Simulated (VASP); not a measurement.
# Si (P6_3/mmc) in VASP: a series of runs, part 2 of 2

VASP 6.6.1. Earlier steps stand in the parts before.

## Step 3: Single point, r2SCAN

This run uses another cell than the first one, of 13.59 Å³/atom.

POSCAR

```
Si
1.0
    2.6698570478      0.0000000000      0.0000000000
   -1.3349285239      2.3121640278      0.0000000000
    0.0000000000      0.0000000000      4.4035598749
Si
2
Direct
    0.3333333333      0.6666666667      0.2500000000
    0.6666666667      0.3333333333      0.7500000000
```

INCAR.step1

```
SYSTEM = Si
PREC = Accurate
ENCUT = 520
ISMEAR = 0
SIGMA = 0.1
LREAL = .FALSE.
LASPH = .TRUE.
NELM = 100
NBANDS = 11
GGA = PE
ALGO = Normal
EDIFF = 1E-4
LWAVE = .TRUE.
LCHARG = .FALSE.
```

INCAR.step2

```
SYSTEM = Si
PREC = Accurate
ENCUT = 520
EDIFF = 1E-6
ISMEAR = 0
SIGMA = 0.1
LREAL = .FALSE.
LASPH = .TRUE.
NELM = 100
ALGO = Normal
ISIF = 2
LWAVE = .FALSE.
LCHARG = .TRUE.
METAGGA = R2SCAN
LMIXTAU = .TRUE.
LELF = .TRUE.
LVHAR = .TRUE.
NBANDS = 11
ISTART = 1
```

KPOINTS

```
Automatic mesh
0
G
  6 6 4
  0 0 0
```

Potentials or basis: VASP PAW PBE potentials, release 64 (Si).

On the command line:

```bash
> cat potpaw_PBE.64/Si/POTCAR > POTCAR
> cp INCAR.step1 INCAR
> mpirun -np 1 vasp_std > vasp.out
> cp INCAR.step2 INCAR
> mpirun -np 1 vasp_std > vasp.out
```

Wall time 12 s (1 thread of AMD EPYC 9R45 (Zen 5), shared host); peak memory 0.11 GiB.

The run converged. Its results:

```
Free energy            : -16.1198 eV
Pressure               : 0.2 GPa
Band gap on the k mesh : zero (bands 4 and 5 overlap by 13.57 eV)
```

Stress tensor (GPa, compression positive):
```
 0.41  0.00  0.00
 0.00  0.41  0.00
 0.00  0.00 -0.21
```

Levels at points of the mesh, in eV from the Fermi level:
| k point | band 2 | band 3 | band 4 | band 5 | band 6 | band 7 |
| --- | --- | --- | --- | --- | --- | --- |
| (0.00, 0.00, 0.00) | -8.81 | -8.39 | 8.99 | 8.99 | 10.28 | 10.28 |
| (0.50, 0.00, 0.00) | -9.03 | -2.35 | -2.18 | -1.53 | -0.64 | 3.30 |
| (0.00, 0.00, 0.50) | -14.45 | 0.78 | 0.78 | 10.58 | 10.58 | 10.58 |
| (0.50, 0.00, 0.50) | -7.76 | -7.01 | -7.01 | 5.03 | 5.03 | 6.24 |

Caveat: the k points lie up to 0.45 Å⁻¹ apart, too coarse for converged energies and pressures of a metal; the PAW data sets were made with another functional, which shifts forces and pressure a little.

## Step 4: Single point, r2SCAN

This run uses another cell than the first one, of 22.00 Å³/atom.

POSCAR

```
Si
1.0
    3.1514818068      0.0000000000      0.0000000000
   -1.5757409034      2.7292633042      0.0000000000
    0.0000000000      0.0000000000      5.1150218733
Si
2
Direct
    0.3333333333      0.6666666667      0.2500000000
    0.6666666667      0.3333333333      0.7500000000
```

Changes to INCAR.step1 since step 3:

```diff
@@ -7,3 +7,3 @@
 LASPH = .TRUE.
-NELM = 100
+NELM = 60
 NBANDS = 11
```

Changes to INCAR.step2 since step 3:

```diff
@@ -3,3 +3,3 @@
 ENCUT = 520
-EDIFF = 1E-6
+EDIFF = 1E-7
 ISMEAR = 0
@@ -8,3 +8,3 @@
 LASPH = .TRUE.
-NELM = 100
+NELM = 60
 ALGO = Normal
```

KPOINTS is that of step 3.

On the command line:

```bash
> cat potpaw_PBE.64/Si/POTCAR > POTCAR
> cp INCAR.step1 INCAR
> mpirun -np 1 vasp_std > vasp.out
> cp INCAR.step2 INCAR
> mpirun -np 1 vasp_std > vasp.out
```

Wall time 20 s (1 thread of AMD EPYC 9R45 (Zen 5), shared host); peak memory 0.13 GiB.

It converged, with:

* Free energy: -14.9250 eV
* Pressure: -16.2 GPa
* Band gap on the k mesh: zero (bands 4 and 5 overlap by 7.73 eV)

Stress tensor (GPa, compression positive):
```
-16.31   0.00   0.00
  0.00 -16.31   0.00
  0.00   0.00 -16.12
```

Levels at points of the mesh, in eV from the Fermi level:
| k point | band 2 | band 3 | band 4 | band 5 | band 6 | band 7 |
| --- | --- | --- | --- | --- | --- | --- |
| (0.00, 0.00, 0.00) | -7.08 | -4.91 | 5.52 | 5.52 | 7.04 | 7.04 |
| (0.50, 0.00, 0.00) | -6.24 | -2.34 | -1.48 | -0.98 | 0.98 | 2.20 |
| (0.00, 0.00, 0.50) | -10.44 | 1.00 | 1.00 | 6.36 | 6.36 | 6.36 |
| (0.50, 0.00, 0.50) | -6.31 | -4.36 | -4.36 | 3.43 | 3.43 | 3.86 |

Caveat: the k points lie up to 0.38 Å⁻¹ apart, too coarse for converged energies and pressures of a metal; the PAW data sets were made with another functional, which shifts forces and pressure a little.

## Step 5: Single point, r2SCAN

This run uses another cell than the first one, of the same volume but with other edges.

POSCAR

```
Si
1.0
    2.6682990163      0.0000000000      0.0000000000
   -1.3341495081      2.3108147330      0.0000000000
    0.0000000000      0.0000000000      4.4418837316
Si
2
Direct
    0.3333333333      0.6666666667      0.2500000000
    0.6666666667      0.3333333333      0.7500000000
```

INCAR.step1 is that of step 4.

INCAR.step2

```
SYSTEM = Si
PREC = Accurate
ENCUT = 520
EDIFF = 1E-6
ISMEAR = 0
SIGMA = 0.1
LREAL = .FALSE.
LASPH = .TRUE.
NELM = 60
ALGO = Normal
ISIF = 2
LWAVE = .FALSE.
LCHARG = .FALSE.
METAGGA = R2SCAN
LMIXTAU = .TRUE.
NBANDS = 11
ISTART = 1
```

KPOINTS

```
regular mesh
0
G
  9 9 4
  0 0 0
```

On the command line:

```bash
> cat potpaw_PBE.64/Si/POTCAR > POTCAR
> cp INCAR.step1 INCAR
> mpirun -np 1 vasp_std > vasp.out
> cp INCAR.step2 INCAR
> mpirun -np 1 vasp_std > vasp.out
```

It took 19 s on 1 thread of AMD EPYC 9R45 (Zen 5), shared host; peak memory 0.11 GiB.

The run converged. Its results:

| Quantity | Value |
| --- | --- |
| Free energy | -16.2377 eV |
| Pressure | 0.2 GPa |
| Band gap on the k mesh | zero (bands 4 and 5 overlap by 13.63 eV) |

Stress tensor (GPa, compression positive):
```
0.27 0.00 0.00
0.00 0.27 0.00
0.00 0.00 0.18
```

Levels at points of the mesh, in eV from the Fermi level:
```csv
k point,band 1,band 2,band 3,band 4,band 5,band 6,band 7,band 8,band 9
"(0.00, 0.00, 0.00)",-16.08,-8.64,-8.11,9.38,9.38,10.65,10.65,11.88,12.17
"(0.00, 0.00, 0.50)",-14.13,-14.13,0.85,0.85,10.93,10.93,10.93,10.93,12.50
```

Caveat: the PAW data sets were made with another functional, which shifts forces and pressure a little.

## Step 6: Relaxation of cell and atoms, r2SCAN

This run uses another cell than the first one, of 22.00 Å³/atom.

POSCAR

```
Si
1.0
    3.1514818068      0.0000000000      0.0000000000
   -1.5757409034      2.7292633042      0.0000000000
    0.0000000000      0.0000000000      5.1150218733
Si
2
Direct
    0.3333333333      0.6666666667      0.2500000000
    0.6666666667      0.3333333333      0.7500000000
```

INCAR.step1

```
SYSTEM = Si
ALGO     = Normal         ! electronic algorithm
EDIFF    = 1E-4           ! SCF threshold, eV
ENCUT    = 600            ! plane-wave cutoff, eV
GGA      = PE             ! functional
ISMEAR   = 0              ! smearing method
LASPH    = .TRUE.         ! aspherical terms in the spheres
LCHARG   = .FALSE.        ! write CHGCAR
LREAL    = .FALSE.        ! projectors in reciprocal space
LWAVE    = .TRUE.         ! write WAVECAR
NELM     = 80             ! most SCF steps
PREC     = Accurate       ! precision mode
SIGMA    = 0.1            ! smearing width, eV
```

INCAR.step2

```
SYSTEM = Si
ALGO     = Normal         ! electronic algorithm
EDIFF    = 1E-7           ! SCF threshold, eV
EDIFFG   = -0.04          ! ionic threshold
ENCUT    = 600            ! plane-wave cutoff, eV
IBRION   = 2              ! ionic algorithm
ISIF     = 3              ! what is computed and relaxed
ISMEAR   = 0              ! smearing method
ISTART   = 1            
LASPH    = .TRUE.         ! aspherical terms in the spheres
LCHARG   = .FALSE.        ! write CHGCAR
LMIXTAU  = .TRUE.       
LREAL    = .FALSE.        ! projectors in reciprocal space
LWAVE    = .FALSE.        ! write WAVECAR
METAGGA  = R2SCAN         ! meta-GGA
NELM     = 80             ! most SCF steps
NSW      = 90             ! ionic steps
PREC     = Accurate       ! precision mode
SIGMA    = 0.1            ! smearing width, eV
```

KPOINTS

```
k-points
0
G
  6 6 4
  0 0 0
```

Potentials or basis: VASP PAW PBE potentials, release 64 (Si).

On the command line:

```bash
> cat potpaw_PBE.64/Si/POTCAR > POTCAR
> cp INCAR.step1 INCAR
> mpirun -np 1 vasp_std > vasp.out
> cp INCAR.step2 INCAR
> mpirun -np 1 vasp_std > vasp.out
```

Wall time 3.1 min (1 thread of AMD EPYC 9R45 (Zen 5), shared host); peak memory 0.15 GiB.

The run converged. Its results:

```yaml
Free_energy: -16.1204 eV
Relaxed_volume: 13.63 Å³/atom
Relaxed_cell: a = 2.673 Å, b = 2.673 Å, c = 4.403 Å, α = 90.00°, β = 90.00°, γ = 120.00°
Space_group_after_relaxing_to_0.1_Å: P6_3/mmc (No. 194)
Energy_gained_by_relaxing: 597.9 meV/atom
Ionic_steps: 11
Pressure_after_relaxing: 0.0 GPa
Band_gap_on_the_k_mesh: zero (bands 4 and 5 overlap by 13.51 eV)
```

Step by step:
| step | energy change (eV) | largest force (eV/Å) | pressure (GPa) | volume (Å³) |
| --- | --- | --- | --- | --- |
| 1 | 0.0000 | 0.0000 | -16.25 | 44.00 |
| 2 | -1.0805 | 0.0000 | -8.07 | 31.27 |
| 3 | -1.1876 | 0.0000 | -1.95 | 28.12 |
| 4 | -1.1919 | 0.0000 | 0.41 | 27.28 |
| 5 | -1.1918 | 0.0000 | -0.44 | 27.56 |
| 6 | -1.1948 | 0.0000 | -0.98 | 27.53 |
| 7 | -1.1950 | 0.0000 | -0.92 | 27.53 |
| 8 | -1.1956 | 0.0000 | 0.14 | 27.20 |
| 9 | -1.1957 | 0.0000 | -0.12 | 27.27 |
| 10 | -1.1957 | 0.0000 | 0.12 | 27.23 |
| 11 | -1.1958 | 0.0000 | -0.01 | 27.25 |

Final structure:
```
Si
1.0
     2.67336    0.00000    0.00000
    -1.33668    2.31520    0.00000
     0.00000    0.00000    4.40318
Si
2
Direct
  0.33333 0.66667 0.25000
  0.66667 0.33333 0.75000
```

Levels at points of the mesh, in eV from the Fermi level:
| k point | band 1 | band 2 | band 3 | band 4 | band 5 | band 6 | band 7 | band 8 |
| --- | --- | --- | --- | --- | --- | --- | --- | --- |
| (0.00, 0.00, 0.00) | -16.39 | -8.76 | -8.35 | 8.96 | 8.96 | 10.25 | 10.25 | 11.82 |
| (0.50, 0.00, 0.00) | -9.58 | -9.01 | -2.33 | -2.15 | -1.51 | -0.62 | 3.29 | 5.68 |
| (0.00, 0.00, 0.50) | -14.41 | -14.41 | 0.82 | 0.82 | 10.54 | 10.54 | 10.54 | 10.54 |
| (0.50, 0.00, 0.50) | -7.74 | -7.74 | -6.99 | -6.99 | 5.02 | 5.02 | 6.25 | 6.25 |

Caveat: the k points lie up to 0.45 Å⁻¹ apart in the final cell, too coarse for converged energies and pressures of a metal; the volume moved by over 15 % at a fixed basis, so the end points are rough; the PAW data sets were made with another functional, which shifts forces and pressure a little.

## Step 7: Summary

| task | cell | k mesh | cutoff (eV) | gap on the mesh (eV) | pressure (GPa) |
| --- | --- | --- | --- | --- | --- |
| single point | a = 2.643, b = 2.643, c = 4.534 Å, angles 90.0, 90.0, 120.0°, 2 atoms | 24 × 24 × 12 | 520 | none | 0.0 |
| single point | a = 2.670, b = 2.670, c = 4.404 Å, angles 90.0, 90.0, 120.0°, 2 atoms | 6 × 6 × 4 | 520 | none | 0.2 |
| single point | a = 3.151, b = 3.151, c = 5.115 Å, angles 90.0, 90.0, 120.0°, 2 atoms | 6 × 6 × 4 | 520 | none | -16.2 |
| single point | a = 2.668, b = 2.668, c = 4.442 Å, angles 90.0, 90.0, 120.0°, 2 atoms | 9 × 9 × 4 | 520 | none | 0.2 |
| relaxation of cell and atoms | relaxed from a = 3.151, b = 3.151, c = 5.115 Å, angles 90.0, 90.0, 120.0°, 2 atoms | 6 × 6 × 4 | 600 | none | 0.0 |

Alike in all rows: level r2SCAN; potentials or basis VASP PAW PBE potentials, release 64 (Si); no spin polarisation; smearing gaussian 0.1 eV.

Caveats: some runs use coarse meshes; the PAW data sets were made with another functional, which shifts forces and pressure a little; the volume moved by over 15 % at a fixed basis, so the end points are rough (at least some runs).

Absolute energies hang on the potentials; compare differences alone.
